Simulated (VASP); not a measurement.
# CdS (Greenockite) (P6_3mc) in VASP: notebook, part 2 of 2

VASP 6.6.1.

## (3) Single point, PBEsol, non-collinear spin, zero start, spin-orbit coupling

This run uses another cell than the first one, of 21.84 Å³/atom, 0.853 times its volume.

INCAR reads:

```
PREC = Accurate ; ENCUT = 520
EDIFF = 1E-6 ; ISMEAR = 0
SIGMA = 0.01 ; LREAL = F
LASPH = T ; NELM = 150
ALGO = Normal ; ISIF = 2
LWAVE = F ; LCHARG = F
MAGMOM = 0 0 0 0 0 0 0 0 0 0 0 0 ; LORBIT = 11
LSORBIT = T ; GGA_COMPAT = F
LORBMOM = T ; GGA = PS
NBANDS = 50
```

KPOINTS reads:

```
regular mesh
0
Gamma
  6 6 4
```

POSCAR reads:

```
CdS
1.0
    3.9526658743      0.0000000000      0.0000000000
   -1.9763329372      3.4231090598      0.0000000000
    0.0000000000      0.0000000000      6.4575186572
Cd S
2 2
Direct
    0.3333333333      0.6666666667     -0.0000381470
    0.6666666667      0.3333333333      0.4999618530
    0.3333333333      0.6666666667      0.3750381470
    0.6666666667      0.3333333333      0.8750381470
```

Potentials or basis: VASP PAW PBE potentials, release 64 (Cd, S).

On the command line:

```
$ cat potpaw_PBE.64/Cd/POTCAR potpaw_PBE.64/S/POTCAR > POTCAR
$ mpirun -np 1 vasp_ncl > vasp.out
```

OUTCAR:

```text
PREC = Accurate
   ENCUT = 520
   EDIFF = 1E-6
   ISMEAR = 0
   LREAL = F
   LASPH = T
   NELM = 150
   ISIF = 2
   LORBIT = 11
   LSORBIT = T
   GGA = PS

 ion  position               nearest neighbor table
   1  0.333  0.667  1.000-   4 2.42   4 2.42   4 2.42   3 2.42
   2  0.667  0.333  0.500-   3 2.42   3 2.42   3 2.42   4 2.42
   3  0.333  0.667  0.375-   2 2.42   2 2.42   2 2.42   1 2.42
   4  0.667  0.333  0.875-   1 2.42   1 2.42   1 2.42   2 2.42

  LATTYP: Found a hexagonal cell.
 ALAT       =     3.9526658743
 C/A-ratio  =     1.6337122495

  Lattice vectors:

 A1 = (   3.9526658743,   0.0000000000,   0.0000000000)
 A2 = (  -1.9763329372,   3.4231090598,   0.0000000000)
 A3 = (   0.0000000000,   0.0000000000,   6.4575186572)

Analysis of symmetry for initial positions (statically):
=====================================================================
 Subroutine PRICEL returns:
 Original cell was already a primitive cell.

 Routine SETGRP: Setting up the symmetry group for a
 hexagonal supercell.

 Subroutine GETGRP returns: Found 12 space group operations
 (whereof  6 operations were pure point group operations)
 out of a pool of 24 trial point group operations.

The static configuration has the point symmetry C_3v.
 The point group associated with its full space group is C_6v.

Analysis of symmetry for dynamics (positions and initial velocities):
=====================================================================
 Subroutine PRICEL returns:
 Original cell was already a primitive cell.

 Routine SETGRP: Setting up the symmetry group for a
 hexagonal supercell.

 Subroutine GETGRP returns: Found 12 space group operations
 (whereof  6 operations were pure point group operations)
 out of a pool of 24 trial point group operations.

The dynamic configuration has the point symmetry C_3v.
 The point group associated with its full space group is C_6v.

Analysis of structural, dynamic, and magnetic symmetry:
=====================================================================
 Subroutine PRICEL returns:
 Original cell was already a primitive cell.
[... 1450 lines left out ...]
  2        -0.000  -0.000  -0.000
  3        -0.000   0.000  -0.000
  4         0.000   0.000   0.000
 ----------------------------------------
           -0.000  -0.000  -0.000

 orbital moment (z)

 # of ion     p       d       tot
 ----------------------------------------
  1         0.000   0.000   0.000
  2         0.000  -0.000  -0.000
  3         0.000   0.000   0.000
  4         0.000   0.000   0.000
 ----------------------------------------
            0.000   0.000   0.000

 Spin-Orbit-Coupling matrix elements

 Ion:    1  E_soc:     -0.0612199
 l=   1
     0.0000000    -0.0030198    -0.0030336
    -0.0030198     0.0000000    -0.0030198
    -0.0030336    -0.0030198     0.0000000
 l=   2
     0.0000000    -0.0014249     0.0000000    -0.0014249    -0.0057746
    -0.0014249     0.0000000    -0.0043274    -0.0014077    -0.0014249
     0.0000000    -0.0043274     0.0000000    -0.0043274     0.0000000
    -0.0014249    -0.0014077    -0.0043274     0.0000000    -0.0014249
    -0.0057746    -0.0014249     0.0000000    -0.0014249     0.0000000
 l=   3
     0.0000000     0.0000000     0.0000000     0.0000000     0.0000000     0.0000000     0.0000000
     0.0000000     0.0000000     0.0000000     0.0000000     0.0000000     0.0000000     0.0000000
     0.0000000     0.0000000     0.0000000     0.0000000     0.0000000     0.0000000     0.0000000
     0.0000000     0.0000000     0.0000000     0.0000000     0.0000000     0.0000000     0.0000000
[... 49 lines left out ...]
 l=   2
     0.0000000     0.0000000     0.0000000     0.0000000     0.0000000
     0.0000000     0.0000000     0.0000000     0.0000000     0.0000000
     0.0000000     0.0000000     0.0000000     0.0000000     0.0000000
     0.0000000     0.0000000     0.0000000     0.0000000     0.0000000
     0.0000000     0.0000000     0.0000000     0.0000000     0.0000000
 l=   3
     0.0000000     0.0000000     0.0000000     0.0000000     0.0000000     0.0000000     0.0000000
     0.0000000     0.0000000     0.0000000     0.0000000     0.0000000     0.0000000     0.0000000
     0.0000000     0.0000000     0.0000000     0.0000000     0.0000000     0.0000000     0.0000000
     0.0000000     0.0000000     0.0000000     0.0000000     0.0000000     0.0000000     0.0000000
     0.0000000     0.0000000     0.0000000     0.0000000     0.0000000     0.0000000     0.0000000
     0.0000000     0.0000000     0.0000000     0.0000000     0.0000000     0.0000000     0.0000000
     0.0000000     0.0000000     0.0000000     0.0000000     0.0000000     0.0000000     0.0000000

 total charge

# of ion       s       p       d       tot
------------------------------------------
    1        0.460   0.420   9.565  10.445
    2        0.460   0.420   9.565  10.445
    3        1.313   2.440   0.000   3.753
    4        1.313   2.440   0.000   3.753
--------------------------------------------------
tot          3.546   5.719  19.130  28.395

 magnetization (x)

# of ion       s       p       d       tot
------------------------------------------
    1       -0.000   0.000   0.000   0.000
    2        0.000  -0.000  -0.000  -0.000
    3       -0.000  -0.000   0.000  -0.000
    4        0.000  -0.000   0.000  -0.000
--------------------------------------------------
tot         -0.000   0.000   0.000   0.000

 magnetization (y)

# of ion       s       p       d       tot
------------------------------------------
    1        0.000   0.000  -0.000  -0.000
    2        0.000   0.000   0.000   0.000
    3        0.000   0.000   0.000   0.000
    4        0.000   0.000   0.000   0.000
--------------------------------------------------
tot          0.000   0.000  -0.000  -0.000

 magnetization (z)

# of ion       s       p       d       tot
------------------------------------------
    1        0.000  -0.000   0.000   0.000
    2       -0.000   0.000   0.000   0.000
    3       -0.000   0.000   0.000  -0.000
    4        0.000   0.000   0.000   0.000
--------------------------------------------------
tot         -0.000   0.000   0.000   0.000
```

stdout:

```text
POSCAR found type information on POSCAR CdS
 POSCAR found :  2 types and       4 ions
 scaLAPACK will be used
 -----------------------------------------------------------------------------
|                                                                             |
|                                                                             |
|     You enforced a specific xc type in the INCAR file but a different       |
|     I HOPE YOU KNOW WHAT YOU ARE DOING!                                     |
|                                                                             |
 -----------------------------------------------------------------------------

 LDA part: xc-table for (Slater+PW92), standard interpolation
 POSCAR, INCAR and KPOINTS ok, starting setup
 FFT: planning ... GRIDC
 FFT: planning ... GRID_SOFT
 FFT: planning ... GRID
 WAVECAR not read
 entering main loop
```

Run time: 2.6 min. Hardware: 1 thread of AMD EPYC 9R45 (Zen 5), shared host; peak memory 0.43 GiB.

Results:

```
Free energy                                           : -13.3345 eV
Pressure                                              : 10.6 GPa
Net moment                                            : 0.00 μB per cell
Valence electrons inside the program's atomic spheres : Cd 10.45; S 3.75
```

Moments on the atoms (μB; x, y, z):
```
Cd  0.00 0.00 0.00
Cd  0.00 0.00 0.00
S   0.00 0.00 0.00
S   0.00 0.00 0.00
```

Caveat: the PAW data sets were made with another functional, which shifts forces and pressure a little.

## (4) Single point, PBEsol, non-collinear spin, zero start, spin-orbit coupling

This run uses another cell than the first one, of 22.52 Å³/atom, 0.880 times its volume.

INCAR reads:

```
SYSTEM = CdS
  PREC = Accurate
  ENCUT = 520
  EDIFF = 1E-6
  ISMEAR = 0
  SIGMA = 0.01
  LREAL = .FALSE.
  LASPH = .TRUE.
  NELM = 150
  ALGO = Normal
  ISIF = 2
  LWAVE = .FALSE.
  LCHARG = .FALSE.
  LNONCOLLINEAR = .TRUE.
  MAGMOM = 0 0 0 0 0 0 0 0 0 0 0 0
  LORBIT = 11
  LSORBIT = .TRUE.
  GGA_COMPAT = .FALSE.
  LORBMOM = .TRUE.
  GGA = PS
  NBANDS = 50
```

KPOINTS reads:

```
Automatic mesh
0
G
  6 6 4
  0 0 0
```

POSCAR reads:

```
CdS
1.0
    3.9958963545      0.0000000000      0.0000000000
   -1.9979481772      3.4605477538      0.0000000000
    0.0000000000      0.0000000000      6.5153848420
Cd S
2 2
Direct
    0.3333333333      0.6666666667     -0.0003734476
    0.6666666667      0.3333333333      0.4996265524
    0.3333333333      0.6666666667      0.3753734476
    0.6666666667      0.3333333333      0.8753734476
```

On the command line:

```
$ cat potpaw_PBE.64/Cd/POTCAR potpaw_PBE.64/S/POTCAR > POTCAR
$ mpirun -np 1 vasp_ncl > vasp.out
```

It took 2.5 min on 1 thread of AMD EPYC 9R45 (Zen 5), shared host; peak memory 0.42 GiB.

The run converged. Its results:

```yaml
Free_energy: -13.4887 eV
Pressure: 7.5 GPa
Net_moment: 0.00 μB per cell
Valence_electrons_inside_the_program's_atomic_spheres: Cd 10.41; S 3.74
```

Forces in eV/Å, atoms in the order of the input:
```
Cd   0.000  0.000  0.002
Cd   0.000  0.000  0.002
S    0.000  0.000 -0.002
S    0.000  0.000 -0.002
```

Moments on the atoms (μB; x, y, z):
```
Cd  0.00 0.00 0.00
Cd  0.00 0.00 0.00
S   0.00 0.00 0.00
S   0.00 0.00 0.00
```

Caveat: the PAW data sets were made with another functional, which shifts forces and pressure a little.

## (5) Summary

```csv
cell,pressure (GPa),moment (μB)
"a = 4.173, b = 4.173, c = 6.788 Å, angles 90.0, 90.0, 120.0°, 4 atoms",-1.7,0.00
"a = 3.953, b = 3.953, c = 6.458 Å, angles 90.0, 90.0, 120.0°, 4 atoms",10.6,0.00
"a = 3.996, b = 3.996, c = 6.515 Å, angles 90.0, 90.0, 120.0°, 4 atoms",7.5,0.00
```

Alike in all rows: task single point; level PBEsol; potentials or basis VASP PAW PBE potentials, release 64 (Cd, S); spin non-collinear, zero start, SOC; k mesh 6 × 6 × 4; cutoff (eV) 520; smearing gaussian 0.01 eV.

Caveats: the PAW data sets were made with another functional, which shifts forces and pressure a little.

Absolute energies hang on the potentials; compare differences alone.
